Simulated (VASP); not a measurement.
# ZnO (P6_3mc) in VASP: a series of runs, part 2 of 3

VASP 6.6.1. Earlier steps stand in the parts before.

## 3. Electric field gradients, LDA (11.42 Å³/atom)

This run uses another cell than the first one, of 11.42 Å³/atom.

The input, INCAR:

```
SYSTEM = ZnO
ALGO = Normal ; EDIFF = 1E-8
ENCUT = 520 ; ISIF = 2
ISMEAR = -1 ; LASPH = .True.
LCHARG = .False. ; LEFG = .True.
LREAL = .False. ; LWAVE = .False.
NBANDS = 26 ; NELM = 100
PREC = Accurate ; SIGMA = 0.02
```

The input, KPOINTS:

```
k-points
0
Gamma
  11 11 6
  0 0 0
```

The input, POSCAR:

```
ZnO
1.0
    3.2054825469      0.0000000000      0.0000000000
   -1.6027412734      2.7760293170      0.0000000000
    0.0000000000      0.0000000000      5.1334697570
Zn O
2 2
Direct
    0.3333333333      0.6666666667      0.0000000000
    0.6666666667      0.3333333333      0.5000000000
    0.3333333333      0.6666666667      0.3821000000
    0.6666666667      0.3333333333      0.8821000000
```

Potentials or basis: VASP PAW LDA potentials, release 64 (Zn, O).

Command:

```console
$ cat potpaw_LDA.64/Zn/POTCAR potpaw_LDA.64/O/POTCAR > POTCAR
$ mpirun -np 1 vasp_std > vasp.out
```

OUTCAR:

```text
SYSTEM = ZnO
   EDIFF = 1E-8
   ENCUT = 520
   ISIF = 2
   ISMEAR = -1
   LASPH = .True.
   LREAL = .False.
   NELM = 100
   PREC = Accurate

 ion  position               nearest neighbor table
   1  0.333  0.667  0.000-   4 1.95   4 1.95   4 1.95   3 1.96
   2  0.667  0.333  0.500-   3 1.95   3 1.95   3 1.95   4 1.96
   3  0.333  0.667  0.382-   2 1.95   2 1.95   2 1.95   1 1.96
   4  0.667  0.333  0.882-   1 1.95   1 1.95   1 1.95   2 1.96

  LATTYP: Found a hexagonal cell.
 ALAT       =     3.2054825469
 C/A-ratio  =     1.6014655148

  Lattice vectors:

 A1 = (   3.2054825469,   0.0000000000,   0.0000000000)
 A2 = (  -1.6027412734,   2.7760293170,   0.0000000000)
 A3 = (   0.0000000000,   0.0000000000,   5.1334697570)

Analysis of symmetry for initial positions (statically):
=====================================================================
 Subroutine PRICEL returns:
 Original cell was already a primitive cell.

 Routine SETGRP: Setting up the symmetry group for a
 hexagonal supercell.

 Subroutine GETGRP returns: Found 12 space group operations
 (whereof  6 operations were pure point group operations)
 out of a pool of 24 trial point group operations.

The static configuration has the point symmetry C_3v.
 The point group associated with its full space group is C_6v.

Analysis of symmetry for dynamics (positions and initial velocities):
=====================================================================
 Subroutine PRICEL returns:
 Original cell was already a primitive cell.

 Routine SETGRP: Setting up the symmetry group for a
 hexagonal supercell.

 Subroutine GETGRP returns: Found 12 space group operations
 (whereof  6 operations were pure point group operations)
 out of a pool of 24 trial point group operations.

The dynamic configuration has the point symmetry C_3v.
 The point group associated with its full space group is C_6v.

 Subroutine INISYM returns: Found 12 space group operations
 (whereof  6 operations are pure point group operations),
 and found     1 'primitive' translations

----------------------------------------------------------------------------------------

                                     Primitive cell

  volume of cell :      45.6803

  direct lattice vectors                    reciprocal lattice vectors
     3.205482547  0.000000000  0.000000000     0.311965511  0.180113372  0.000000000
    -1.602741273  2.776029317  0.000000000     0.000000000  0.360226743  0.000000000
     0.000000000  0.000000000  5.133469757     0.000000000  0.000000000  0.194800018

  length of vectors
     3.205482547  3.205482547  5.133469757     0.360226743  0.360226743  0.194800018

  position of ions in fractional coordinates (direct lattice)
     0.333333333  0.666666667  0.000000000
     0.666666667  0.333333333  0.500000000
     0.333333333  0.666666667  0.382100000
     0.666666667  0.333333333  0.882100000

  ion indices of the primitive-cell ions
   primitive index   ion index
                 1           1
                 2           2
                 3           3
                 4           4

[... 89 lines left out ...]
   IMIX   =      4    mixing-type and parameters
     AMIX     =   0.40;   BMIX     =  1.00
     AMIX_MAG =   1.60;   BMIX_MAG =  1.00
  volume/ion in A,a.u.               =      11.42        77.07
  Fermi-wavevector in a.u.,A,eV,Ry     =   1.512166  2.857580 31.111713  2.286646
  Thomas-Fermi vector in A             =   2.622127
   LORBIT       =      0    0 simple, 1 ext, 2 COOP (PROOUT), +10 PAW based schemes
   GGA     = CA    functional components
   LHFCALC =     F    Hartree Fock is set to
   AEXX    =    0.0000 exact exchange contribution
   IVDW    =     0    specifies the selected vdW correction
   LEPSILON=     F    determine dielectric tensor
   LRPA    =     F    only Hartree local field effects (RPA)
 non-spin polarized calculation
  energy-cutoff  :      520.00
  volume of cell :       45.68
 maximum number of plane-waves:      1249
 NGX is ok and might be reduce to    24
   NGX = 11   NGY = 11   NGZ = 19

 number of electron      36.0000006 magnetization

 Free energy of the ion-electron system (eV)
  ---------------------------------------------------
  ext. energy  EPLUGINS =         0.00000000
  ---------------------------------------------------
  free energy    TOTEN  =       -21.15746598 eV

  energy without entropy =      -21.15746598  energy(sigma->0) =      -21.15746598

 E-fermi :   1.6432     XC(G=0): -11.6828

 val. band max:        1.2708212960   @ k =   0.0000   0.0000   0.0000
 cond. band min:       2.0793681707   @ k =   0.0000   0.0000   0.0000
 fundamental gap:      0.8085468747
 Fermi energy:         1.6431808356

 k-point     1 :       0.0000    0.0000    0.0000
  band No.  band energies     occupation
      1     -16.8809      2.00000
      2     -16.0380      2.00000
      3      -4.7389      2.00000
      4      -4.7273      2.00000
      5      -4.7273      2.00000
      6      -4.6322      2.00000
[... 685 lines left out ...]
     25      14.3447      0.00000
     26      15.8945      0.00000

 [... further k-points ...]

------------------------ aborting loop because EDIFF is reached ----------------------------------------

  FORCE on cell =-STRESS in cart. coord.  units (eV):
  Direction    XX          YY          ZZ          XY          YZ          ZX
  --------------------------------------------------------------------------------------
  -------------------------------------------------------------------------------------
  Total       -0.0330348     -0.0330348      0.0875982     -0.0000000     -0.0000000      0.0000000
  in kB       -1.1586532     -1.1586532      3.0723982     -0.0000000     -0.0000000      0.0000000
  external PRESSURE =       0.2516972 kB  Pullay stress =       0.0000000 kB

 VOLUME and BASIS-vectors are now :
 -----------------------------------------------------------------------------
  energy-cutoff  :      520.00
  volume of cell :       45.68
      direct lattice vectors                 reciprocal lattice vectors
     3.205482547  0.000000000  0.000000000     0.311965511  0.180113372  0.000000000
    -1.602741273  2.776029317  0.000000000     0.000000000  0.360226743  0.000000000
     0.000000000  0.000000000  5.133469757     0.000000000  0.000000000  0.194800018

 POSITION                                       TOTAL-FORCE (eV/Angst)
 -----------------------------------------------------------------------------------
     -0.00000      1.85069      0.00000         0.000000      0.000000      0.042393
      1.60274      0.92534      2.56673        -0.000000      0.000000      0.042393
     -0.00000      1.85069      1.96150         0.000000      0.000000     -0.042393
      1.60274      0.92534      4.52823        -0.000000     -0.000000     -0.042393
 -----------------------------------------------------------------------------------
    total drift:                                0.000000      0.000001      0.000321

  FREE ENERGIE OF THE ION-ELECTRON SYSTEM (eV)
  ---------------------------------------------------
  free  energy   TOTEN  =       -21.1574659849 eV

  energy  without entropy=      -21.1574659849  energy(sigma->0) =      -21.15746598

 Electric field gradients (V/A^2)
---------------------------------------------------------------------
 ion       V_xx      V_yy      V_zz      V_xy      V_xz      V_yz
---------------------------------------------------------------------
   1      -4.121    -4.126     8.246    -0.004     0.000    -0.000
   2      -4.121    -4.126     8.246    -0.004    -0.000     0.000
   3       1.739     1.737    -3.476    -0.002     0.000    -0.000
   4       1.739     1.737    -3.476    -0.002    -0.000     0.000
---------------------------------------------------------------------

 Electric field gradients after diagonalization (V/A^2)
 (convention: |V_zz| > |V_xx| > |V_yy|)
----------------------------------------------------------------------
 ion       V_xx      V_yy      V_zz     asymmetry (V_yy - V_xx)/ V_zz
----------------------------------------------------------------------
   1      -4.128    -4.118     8.246       0.001
   2      -4.128    -4.118     8.246       0.001
   3       1.741     1.735    -3.476       0.002
   4       1.741     1.735    -3.476       0.002
----------------------------------------------------------------------

           NMR quadrupolar parameters

 Cq : quadrupolar parameter    Cq=e*Q*V_zz/h
 eta: asymmetry parameters     (V_yy - V_xx)/ V_zz
 Q  : nuclear electric quadrupole moment in mb (millibarn)
----------------------------------------------------------------------
 ion       Cq(MHz)       eta       Q (mb)
----------------------------------------------------------------------
   1       0.020       0.001       1.000
   2       0.020       0.001       1.000
   3      -0.008       0.002       1.000
   4      -0.008       0.002       1.000
----------------------------------------------------------------------
```

stdout:

```text
POSCAR found type information on POSCAR ZnO
 POSCAR found :  2 types and       4 ions
 scaLAPACK will be used
 LDA part: xc-table for (Slater(with rela. corr.)+CA(PZ))
 , standard interpolation
 POSCAR, INCAR and KPOINTS ok, starting setup
 FFT: planning ... GRIDC
 FFT: planning ... GRID_SOFT
 FFT: planning ... GRID
 WAVECAR not read
 entering main loop
ion   1

ion   2

ion   3

ion   4
```

Run time: 40 s. Hardware: 1 thread of AMD EPYC 9R45 (Zen 5), shared host; peak memory 0.15 GiB.

What came out:

```
Free energy                             : -21.1575 eV
Pressure                                : 0.0 GPa
Largest force                           : 0.042 eV/Å
Band gap on the k mesh                  : 0.81 eV
Largest electric field gradient by atom : Zn +8.2; O -3.5 V/Å²
```

Forces in eV/Å, atoms in the order of the input:
```
Zn   0.000  0.000  0.042
Zn   0.000  0.000  0.042
O    0.000  0.000 -0.042
O    0.000  0.000 -0.042
```

Stress tensor (GPa, compression positive):
```
-0.12  0.00  0.00
 0.00 -0.12  0.00
 0.00  0.00  0.31
```

Levels at points of the mesh, in eV from the valence-band top:
| k point | band 16 | band 17 | band 18 | band 19 | band 20 | band 21 |
| --- | --- | --- | --- | --- | --- | --- |
| (0.00, 0.00, 0.00) | -0.11 | 0.00 | 0.00 | 0.81 | 5.22 | 8.25 |
| (0.00, 0.00, 0.50) | -0.42 | -0.42 | -0.42 | 3.49 | 3.49 | 10.07 |

Electric field gradients, principal values (V/Å²):
```csv
atom,least,middle,greatest (by size)
1 Zn,-4.118,-4.128,8.246
2 Zn,-4.118,-4.128,8.246
3 O,1.735,1.741,-3.476
4 O,1.735,1.741,-3.476
```

Caveat: without QUAD_EFG the Cq values of the log hold for a quadrupole moment of 1 mb, not for the nuclei.

## 4. Electric field gradients, LDA (11.42 Å³/atom)

This run uses another cell than the first one, of 11.42 Å³/atom.

The input, INCAR:

```
  PREC = Accurate
  ENCUT = 520
  EDIFF = 1E-8
  ISMEAR = -1
  SIGMA = 0.02
  LREAL = F
  LASPH = T
  NELM = 100
  ALGO = Normal
  ISIF = 2
  LWAVE = F
  LCHARG = F
  GGA = CA
  LEFG = T
  NBANDS = 26
```

The input, KPOINTS:

```
regular mesh
0
Gamma
  11 11 6
```

POSCAR is that of step 3.

Potentials or basis: VASP PAW LDA potentials, release 64 (Zn, O).

Command:

```console
$ cat potpaw_LDA.64/Zn/POTCAR potpaw_LDA.64/O/POTCAR > POTCAR
$ mpirun -np 1 vasp_std > vasp.out
```

OUTCAR:

```text
PREC = Accurate
   ENCUT = 520
   EDIFF = 1E-8
   ISMEAR = -1
   LREAL = F
   LASPH = T
   NELM = 100
   ISIF = 2
   GGA = CA

 ion  position               nearest neighbor table
   1  0.333  0.667  0.000-   4 1.95   4 1.95   4 1.95   3 1.96
   2  0.667  0.333  0.500-   3 1.95   3 1.95   3 1.95   4 1.96
   3  0.333  0.667  0.382-   2 1.95   2 1.95   2 1.95   1 1.96
   4  0.667  0.333  0.882-   1 1.95   1 1.95   1 1.95   2 1.96

  LATTYP: Found a hexagonal cell.
 ALAT       =     3.2054825469
 C/A-ratio  =     1.6014655148

  Lattice vectors:

 A1 = (   3.2054825469,   0.0000000000,   0.0000000000)
 A2 = (  -1.6027412734,   2.7760293170,   0.0000000000)
 A3 = (   0.0000000000,   0.0000000000,   5.1334697570)

Analysis of symmetry for initial positions (statically):
=====================================================================
 Subroutine PRICEL returns:
 Original cell was already a primitive cell.

 Routine SETGRP: Setting up the symmetry group for a
 hexagonal supercell.

 Subroutine GETGRP returns: Found 12 space group operations
 (whereof  6 operations were pure point group operations)
 out of a pool of 24 trial point group operations.

The static configuration has the point symmetry C_3v.
 The point group associated with its full space group is C_6v.

Analysis of symmetry for dynamics (positions and initial velocities):
=====================================================================
 Subroutine PRICEL returns:
 Original cell was already a primitive cell.

[... 862 lines left out ...]

 [... further k-points ...]

------------------------ aborting loop because EDIFF is reached ----------------------------------------

  FORCE on cell =-STRESS in cart. coord.  units (eV):
  Direction    XX          YY          ZZ          XY          YZ          ZX
  --------------------------------------------------------------------------------------
  -------------------------------------------------------------------------------------
  Total       -0.0330348     -0.0330348      0.0875982     -0.0000000     -0.0000000      0.0000000
  in kB       -1.1586532     -1.1586532      3.0723982     -0.0000000     -0.0000000      0.0000000
  external PRESSURE =       0.2516972 kB  Pullay stress =       0.0000000 kB

 VOLUME and BASIS-vectors are now :
 -----------------------------------------------------------------------------
  energy-cutoff  :      520.00
  volume of cell :       45.68
      direct lattice vectors                 reciprocal lattice vectors
     3.205482547  0.000000000  0.000000000     0.311965511  0.180113372  0.000000000
    -1.602741273  2.776029317  0.000000000     0.000000000  0.360226743  0.000000000
     0.000000000  0.000000000  5.133469757     0.000000000  0.000000000  0.194800018

 POSITION                                       TOTAL-FORCE (eV/Angst)
 -----------------------------------------------------------------------------------
     -0.00000      1.85069      0.00000         0.000000      0.000000      0.042393
      1.60274      0.92534      2.56673        -0.000000      0.000000      0.042393
     -0.00000      1.85069      1.96150         0.000000      0.000000     -0.042393
      1.60274      0.92534      4.52823        -0.000000     -0.000000     -0.042393
 -----------------------------------------------------------------------------------
    total drift:                                0.000000      0.000001      0.000321

  FREE ENERGIE OF THE ION-ELECTRON SYSTEM (eV)
  ---------------------------------------------------
  free  energy   TOTEN  =       -21.1574659849 eV

  energy  without entropy=      -21.1574659849  energy(sigma->0) =      -21.15746598

 Electric field gradients (V/A^2)
---------------------------------------------------------------------
 ion       V_xx      V_yy      V_zz      V_xy      V_xz      V_yz
---------------------------------------------------------------------
   1      -4.121    -4.126     8.246    -0.004     0.000    -0.000
   2      -4.121    -4.126     8.246    -0.004    -0.000     0.000
   3       1.739     1.737    -3.476    -0.002     0.000    -0.000
   4       1.739     1.737    -3.476    -0.002    -0.000     0.000
---------------------------------------------------------------------

 Electric field gradients after diagonalization (V/A^2)
 (convention: |V_zz| > |V_xx| > |V_yy|)
----------------------------------------------------------------------
 ion       V_xx      V_yy      V_zz     asymmetry (V_yy - V_xx)/ V_zz
----------------------------------------------------------------------
   1      -4.128    -4.118     8.246       0.001
   2      -4.128    -4.118     8.246       0.001
   3       1.741     1.735    -3.476       0.002
   4       1.741     1.735    -3.476       0.002
----------------------------------------------------------------------

           NMR quadrupolar parameters

 Cq : quadrupolar parameter    Cq=e*Q*V_zz/h
 eta: asymmetry parameters     (V_yy - V_xx)/ V_zz
 Q  : nuclear electric quadrupole moment in mb (millibarn)
----------------------------------------------------------------------
 ion       Cq(MHz)       eta       Q (mb)
----------------------------------------------------------------------
   1       0.020       0.001       1.000
   2       0.020       0.001       1.000
   3      -0.008       0.002       1.000
   4      -0.008       0.002       1.000
----------------------------------------------------------------------
```

Run time: 41 s. Hardware: 1 thread of AMD EPYC 9R45 (Zen 5), shared host; peak memory 0.15 GiB.

What came out:

```yaml
Free_energy: -21.1575 eV
Pressure: 0.0 GPa
Largest_force: 0.042 eV/Å
Band_gap_on_the_k_mesh: 0.81 eV
Largest_electric_field_gradient_by_atom: Zn +8.2; O -3.5 V/Å²
```

Forces on the atoms (eV/Å):
```
Zn   0.000  0.000  0.042
Zn   0.000  0.000  0.042
O    0.000  0.000 -0.042
O    0.000  0.000 -0.042
```

Stress tensor (GPa, compression positive):
```
-0.12  0.00  0.00
 0.00 -0.12  0.00
 0.00  0.00  0.31
```

Levels at points of the mesh, in eV from the valence-band top:
```csv
k point,band 16,band 17,band 18,band 19,band 20,band 21
"(0.00, 0.00, 0.00)",-0.11,0.00,0.00,0.81,5.22,8.25
"(0.00, 0.00, 0.50)",-0.42,-0.42,-0.42,3.49,3.49,10.07
```

Electric field gradients, principal values (V/Å²):
| atom | least | middle | greatest (by size) |
| --- | --- | --- | --- |
| 1 Zn | -4.118 | -4.128 | 8.246 |
| 2 Zn | -4.118 | -4.128 | 8.246 |
| 3 O | 1.735 | 1.741 | -3.476 |
| 4 O | 1.735 | 1.741 | -3.476 |

Caveat: without QUAD_EFG the Cq values of the log hold for a quadrupole moment of 1 mb, not for the nuclei.

(Continued in part 3 of 3.)
